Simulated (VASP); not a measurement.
# Al4Ru3 (I4/mmm) in VASP: single point with PBE

Aim: the single point of Al4Ru3 with PBE.

Program: VASP 6.6.1. These are calculated values, not measurements. Logs are shortened: lines on timing, memory, paths and dates and some standing lists are left out, and cuts for length are marked.

**1. The cell of the first run**

Symmetry: I4/mmm, No. 139, tetragonal system. The conventional cell has a = 3.074 Å, b = 3.074 Å, c = 20.365 Å, α = 90.00°, β = 90.00°, γ = 90.00°. Al (site symmetry 4mm) has 5 Ru at 2.52 to 2.89 Å and 9 Al at 2.71 to 3.07 Å within 3.3 Å. Within 3.5 Å of Al (site symmetry 4mm) lie 8 Ru at 2.62 to 2.67 Å and 6 Al at 2.83 to 3.07 Å. Within 3.3 Å of Ru (site symmetry 4mm) lie 9 Al at 2.52 to 2.89 Å and 5 Ru at 3.01 to 3.07 Å. Within 3.5 Å of Ru (site symmetry 4/mmm) lie 8 Al at 2.62 Å and 6 Ru at 3.01 to 3.07 Å.

**2. Single point, PBE**

INCAR

```
  ALGO = Fast
  EDIFF = 1E-6
  ENCUT = 520
  GGA = PE
  ISIF = 2
  ISMEAR = 0
  LASPH = T
  LCHARG = F
  LREAL = F
  LWAVE = F
  NBANDS = 36
  NELM = 100
  PREC = Accurate
  SIGMA = 0.1
```

KPOINTS

```
k-points
0
Gamma
  14 14 14
```

POSCAR

```
Al4Ru3
1.0
   -1.5371520361      1.5371520361     10.1823197615
    1.5371520361     -1.5371520361     10.1823197615
    1.5371520361      1.5371520361    -10.1823197615
Al Ru
4 3
Direct
    0.2897001633      0.2897001633      0.0000000000
    0.7102998367      0.7102998367      0.0000000000
    0.4285253035      0.4285253035      0.0000000000
    0.5714746965      0.5714746965      0.0000000000
    0.8522342984      0.8522342984      0.0000000000
    0.1477657016      0.1477657016      0.0000000000
    0.0000000000      0.0000000000      0.0000000000
```

Potentials or basis: VASP PAW PBE potentials, release 64 (Al, Ru_pv).

Started as:

```console
$ cat potpaw_PBE.64/Al/POTCAR potpaw_PBE.64/Ru_pv/POTCAR > POTCAR
$ mpirun -np 1 vasp_std > vasp.out
```

OUTCAR:

```text
EDIFF = 1E-6
   ENCUT = 520
   GGA = PE
   ISIF = 2
   ISMEAR = 0
   LASPH = T
   LREAL = F
   NELM = 100
   PREC = Accurate

 ion  position               nearest neighbor table
   1  0.290  0.290  0.000-   5 2.52   5 2.52   5 2.52   5 2.52   2 2.71   2 2.71   2 2.71   2 2.71
                             3 2.83   6 2.89
   2  0.710  0.710  0.000-   6 2.52   6 2.52   6 2.52   6 2.52   1 2.71   1 2.71   1 2.71   1 2.71
                             4 2.83   5 2.89
   3  0.429  0.429  0.000-   7 2.62   7 2.62   7 2.62   7 2.62   5 2.67   5 2.67   5 2.67   5 2.67
                             1 2.83   4 2.91
   4  0.571  0.571  0.000-   7 2.62   7 2.62   7 2.62   7 2.62   6 2.67   6 2.67   6 2.67   6 2.67
                             2 2.83   3 2.91
   5  0.852  0.852  0.000-   1 2.52   1 2.52   1 2.52   1 2.52   3 2.67   3 2.67   3 2.67   3 2.67
                             2 2.89   7 3.01
   6  0.148  0.148  0.000-   2 2.52   2 2.52   2 2.52   2 2.52   4 2.67   4 2.67   4 2.67   4 2.67
                             1 2.89   7 3.01
   7  0.000  0.000  0.000-   4 2.62   4 2.62   4 2.62   3 2.62   4 2.62   3 2.62   3 2.62   3 2.62
                             5 3.01   6 3.01

  LATTYP: Found a body centered tetragonal cell.
 ALAT       =     3.0743040722
 C/A-ratio  =     6.6241461628

  Lattice vectors:

 A1 = (  -1.5371520361,   1.5371520361,  10.1823197615)
 A2 = (   1.5371520361,  -1.5371520361,  10.1823197615)
 A3 = (   1.5371520361,   1.5371520361, -10.1823197615)

Analysis of symmetry for initial positions (statically):
=====================================================================
 Subroutine PRICEL returns:
 Original cell was already a primitive cell.

 Routine SETGRP: Setting up the symmetry group for a
 body centered tetragonal supercell.

 Subroutine GETGRP returns: Found 16 space group operations
 (whereof 16 operations were pure point group operations)
 out of a pool of 16 trial point group operations.

The static configuration has the point symmetry D_4h.

Analysis of symmetry for dynamics (positions and initial velocities):
=====================================================================
 Subroutine PRICEL returns:
 Original cell was already a primitive cell.

 Routine SETGRP: Setting up the symmetry group for a
 body centered tetragonal supercell.

 Subroutine GETGRP returns: Found 16 space group operations
 (whereof 16 operations were pure point group operations)
 out of a pool of 16 trial point group operations.

The dynamic configuration has the point symmetry D_4h.

 Subroutine INISYM returns: Found 16 space group operations
 (whereof 16 operations are pure point group operations),
 and found     1 'primitive' translations

----------------------------------------------------------------------------------------

                                     Primitive cell

  volume of cell :      96.2366

  direct lattice vectors                    reciprocal lattice vectors
    -1.537152036  1.537152036 10.182319762     0.000000000  0.325276868  0.049104724
     1.537152036 -1.537152036 10.182319762     0.325276868  0.000000000  0.049104724
     1.537152036  1.537152036-10.182319762     0.325276868  0.325276868  0.000000000

  length of vectors
    10.411786998 10.411786998 10.411786998     0.328962482  0.328962482  0.460010958

  position of ions in fractional coordinates (direct lattice)
     0.289700163  0.289700163  0.000000000
     0.710299837  0.710299837  0.000000000
     0.428525304  0.428525304  0.000000000
     0.571474696  0.571474696  0.000000000
     0.852234298  0.852234298  0.000000000
     0.147765702  0.147765702  0.000000000
     0.000000000  0.000000000  0.000000000

  ion indices of the primitive-cell ions
   primitive index   ion index
                 1           1
                 2           2
                 3           3
                 4           4
                 5           5
                 6           6
                 7           7

----------------------------------------------------------------------------------------

 KPOINTS: k-points

Automatic generation of k-mesh.
 Grid dimensions read from file:
 generate k-points for:   14   14   14

 Generating k-lattice:

  Cartesian coordinates                     Fractional coordinates (reciprocal lattice)
     0.000000000  0.023234062  0.003507480     0.071428571  0.000000000 -0.000000000
     0.023234062  0.000000000  0.003507480     0.000000000  0.071428571 -0.000000000
     0.023234062  0.023234062  0.000000000     0.000000000  0.000000000  0.071428571

  Length of vectors
     0.023497320  0.023497320  0.032857926

  Shift w.r.t. Gamma in fractional coordinates (k-lattice)
     0.000000000  0.000000000  0.000000000

 Subroutine IBZKPT returns following result:
 ===========================================

 Found    244 irreducible k-points:

 Following reciprocal coordinates:
            Coordinates               Weight
  0.000000  0.000000  0.000000      1.000000
  0.071429  0.000000 -0.000000      8.000000
  0.142857  0.000000 -0.000000      8.000000
  0.214286  0.000000 -0.000000      8.000000
  0.285714  0.000000 -0.000000      8.000000
  0.357143  0.000000  0.000000      8.000000
[... 16 lines left out ...]
  0.214286  0.142857  0.000000     16.000000
  0.285714  0.142857  0.000000     16.000000
 [... further k-points ...]
   k-points           NKPTS =    244   k-points in BZ     NKDIM =    244   number of bands    NBANDS=     36
   number of dos      NEDOS =    301   number of ions     NIONS =      7
   total plane-waves  NPLWV = 512000
   dimension x,y,z NGX =    80 NGY =   80 NGZ =   80
   dimension x,y,z NGXF=   160 NGYF=  160 NGZF=  160
   ions per type =               4   3
   NGX,Y,Z   is equivalent  to a cutoff of  12.77, 12.77, 12.77 a.u.
   NGXF,Y,Z  is equivalent  to a cutoff of  25.55, 25.55, 25.55 a.u.
 SYSTEM =  unknown system
   PREC   = accura    normal or accurate (medium, high low for compatibility)
   ISTART =      0    job   : 0-new  1-cont  2-samecut
   ICHARG =      2    charge: 1-file 2-atom 10-const
   ISPIN  =      1    spin polarized calculation?
   LNONCOLLINEAR =      F non collinear calculations
   LSORBIT =      F    spin-orbit coupling
   LASPH  =      T    aspherical Exc in radial PAW
   ENCUT  =  520.0 eV  38.22 Ry    6.18 a.u.  19.36 19.36 19.36*2*pi/ulx,y,z
   NELM   =    100;   NELMIN=  2; NELMDL= -5     # of ELM steps
   EDIFF  = 0.1E-05   stopping-criterion for ELM
   LREAL  =      F    real-space projection
   EDIFFG = 0.1E-04   stopping-criterion for IOM
   NSW    =      0    number of steps for IOM
   IBRION =     -1    ionic relax: 0-MD 1-quasi-New 2-CG
   NFREE  =      0    steps in history (QN), initial steepest desc. (CG)
   ISIF   =      2    stress and relaxation
   ISYM   =      2    0-nonsym 1-usesym 2-fastsym
   POTIM  = 0.5000    time-step for ionic-motion
   TEBEG  =    0.0;   TEEND  =   0.0 temperature during run
   PSTRESS=    0.0 pullay stress
   NELECT =      54.0000    total number of electrons
   NUPDOWN=      -1.0000    fix difference up-down
   EMIN   =  10.00;   EMAX   =-10.00  energy-range for DOS
   EFERMI =   0.00;   METHOD = LEGACY
   ISMEAR =     0;   SIGMA  =   0.10  broadening in eV -4-tet -1-fermi 0-gaus
   EFERMI_NEDOS =   21; number of points for ismear=-14 and -15
   IALGO  =     68    algorithm
   IMIX   =      4    mixing-type and parameters
     AMIX     =   0.40;   BMIX     =  1.00
     AMIX_MAG =   1.60;   BMIX_MAG =  1.00
  volume/ion in A,a.u.               =      13.75        92.78
  Fermi-wavevector in a.u.,A,eV,Ry     =   1.350287  2.551672 24.807148  1.823274
  Thomas-Fermi vector in A             =   2.477804
   LORBIT       =      0    0 simple, 1 ext, 2 COOP (PROOUT), +10 PAW based schemes
   GGA     = PE    functional components
   LHFCALC =     F    Hartree Fock is set to
   AEXX    =    0.0000 exact exchange contribution
   IVDW    =     0    specifies the selected vdW correction
   LEPSILON=     F    determine dielectric tensor
   LRPA    =     F    only Hartree local field effects (RPA)
 non-spin polarized calculation
 RMM-DIIS sequential band-by-band and
 Gauss-broadening in eV      SIGMA  =   0.10
  energy-cutoff  :      520.00
  volume of cell :       96.24
 maximum number of plane-waves:      2626
 NGX is ok and might be reduce to    80
   NGX = 39   NGY = 39   NGZ = 39

 number of electron      54.0000002 magnetization

 Free energy of the ion-electron system (eV)
  ---------------------------------------------------
  ext. energy  EPLUGINS =         0.00000000
  ---------------------------------------------------
  free energy    TOTEN  =       -47.32638618 eV

  energy without entropy =      -47.30317453  energy(sigma->0) =      -47.31478036

 E-fermi :  10.2078     XC(G=0): -12.1978

 val. band max:       10.2067042967   @ k =  -0.0714   0.2857   0.0714
 cond. band min:      10.2122280870   @ k =  -0.2857   0.4286   0.2857
 fundamental gap:      0.0055237903
 Fermi energy:        10.2078365679

 k-point     1 :       0.0000    0.0000    0.0000
  band No.  band energies     occupation
      1     -31.6542      2.00000
      2     -31.6302      2.00000
      3     -31.5874      2.00000
      4     -31.5874      2.00000
      5     -31.5872      2.00000
      6     -31.5872      2.00000
[... 28 lines left out ...]
     35      16.1194      0.00000
     36      16.2178      0.00000

 k-point     2 :       0.0714    0.0000   -0.0000
  band No.  band energies     occupation
      1     -31.6533      2.00000
      2     -31.6293      2.00000
      3     -31.5952      2.00000
      4     -31.5949      2.00000
      5     -31.5867      2.00000
      6     -31.5865      2.00000
[... 28 lines left out ...]
     35      16.3257      0.00000
     36      16.5651      0.00000

 k-point     3 :       0.1429    0.0000   -0.0000
  band No.  band energies     occupation
      1     -31.6509      2.00000
      2     -31.6269      2.00000
      3     -31.6169      2.00000
      4     -31.6167      2.00000
      5     -31.5848      2.00000
      6     -31.5846      2.00000
[... 28 lines left out ...]
     35      16.5634      0.00000
     36      16.8806      0.00000

 k-point     4 :       0.2143    0.0000   -0.0000
  band No.  band energies     occupation
      1     -31.6484      2.00000
      2     -31.6481      2.00000
      3     -31.6474      2.00000
      4     -31.6234      2.00000
      5     -31.5821      2.00000
      6     -31.5818      2.00000
[... 28 lines left out ...]
     35      16.6843      0.00000
     36      16.7549      0.00000

 k-point     5 :       0.2857    0.0000   -0.0000
  band No.  band energies     occupation
      1     -31.6831      2.00000
      2     -31.6827      2.00000
      3     -31.6436      2.00000
      4     -31.6196      2.00000
      5     -31.5790      2.00000
      6     -31.5788      2.00000
[... 655 lines left out ...]
 k-point    22 :       0.1429    0.1429   -0.0000
  band No.  band energies     occupation
      1     -31.6478      2.00000
      2     -31.6237      2.00000
      3     -31.6151      2.00000
      4     -31.6148      2.00000
      5     -31.6133      2.00000
      6     -31.6131      2.00000
[... 28 lines left out ...]
     35      16.6337      0.00000
     36      16.9110      0.00000

 k-point    23 :       0.2143    0.1429    0.0000
  band No.  band energies     occupation
      1     -31.6455      2.00000
      2     -31.6452      2.00000
      3     -31.6444      2.00000
      4     -31.6202      2.00000
      5     -31.6113      2.00000
      6     -31.6110      2.00000
[... 28 lines left out ...]
     35      16.0249      0.00000
     36      17.2535      0.00000

 k-point    24 :       0.2857    0.1429    0.0000
  band No.  band energies     occupation
      1     -31.6800      2.00000
      2     -31.6796      2.00000
      3     -31.6406      2.00000
      4     -31.6165      2.00000
      5     -31.6080      2.00000
      6     -31.6078      2.00000
[... 28 lines left out ...]
     35      16.6108      0.00000
     36      16.6556      0.00000

 [... further k-points ...]

------------------------ aborting loop because EDIFF is reached ----------------------------------------

  FORCE on cell =-STRESS in cart. coord.  units (eV):
  Direction    XX          YY          ZZ          XY          YZ          ZX
  --------------------------------------------------------------------------------------
  -------------------------------------------------------------------------------------
  Total       -0.0192269     -0.0192269     -0.0417668      0.0000000      0.0000000      0.0000000
  in kB       -0.3200952     -0.3200952     -0.6953459      0.0000000      0.0000000      0.0000000
  external PRESSURE =      -0.4451788 kB  Pullay stress =       0.0000000 kB

 VOLUME and BASIS-vectors are now :
 -----------------------------------------------------------------------------
  energy-cutoff  :      520.00
  volume of cell :       96.24
      direct lattice vectors                 reciprocal lattice vectors
    -1.537152036  1.537152036 10.182319762     0.000000000  0.325276868  0.049104724
     1.537152036 -1.537152036 10.182319762     0.325276868  0.000000000  0.049104724
     1.537152036  1.537152036-10.182319762     0.325276868  0.325276868  0.000000000

 POSITION                                       TOTAL-FORCE (eV/Angst)
 -----------------------------------------------------------------------------------
      0.00000      0.00000      5.89964        -0.000000     -0.000000     -0.011258
      0.00000      0.00000     14.46500        -0.000000     -0.000000      0.011258
      0.00000      0.00000      8.72676        -0.000000     -0.000000      0.002775
      0.00000      0.00000     11.63788         0.000000      0.000000     -0.002775
      0.00000      0.00000     17.35544         0.000000      0.000000      0.007050
      0.00000      0.00000      3.00920         0.000000      0.000000     -0.007050
      0.00000      0.00000      0.00000         0.000000      0.000000      0.000000
 -----------------------------------------------------------------------------------
    total drift:                                0.000000     -0.000000     -0.000000

  FREE ENERGIE OF THE ION-ELECTRON SYSTEM (eV)
  ---------------------------------------------------
  free  energy   TOTEN  =       -47.3263861849 eV

  energy  without entropy=      -47.3031745331  energy(sigma->0) =      -47.31478036
```

Wall time 81 min (1 thread of Intel Xeon 6975P-C (Granite Rapids), shared host); peak memory 1.4 GiB.

Results:

| Property | Result |
| --- | --- |
| Free energy | -47.3264 eV |
| Pressure | 0.0 GPa |
| Largest force | 0.011 eV/Å |
| Band gap on the k mesh | zero (bands 27 and 28 overlap by 1.70 eV) |

Forces in eV/Å, atoms in the order of the input:
```
Al   0.000  0.000 -0.011
Al   0.000  0.000  0.011
Al   0.000  0.000  0.003
Al   0.000  0.000 -0.003
Ru   0.000  0.000  0.007
Ru   0.000  0.000 -0.007
Ru   0.000  0.000  0.000
```
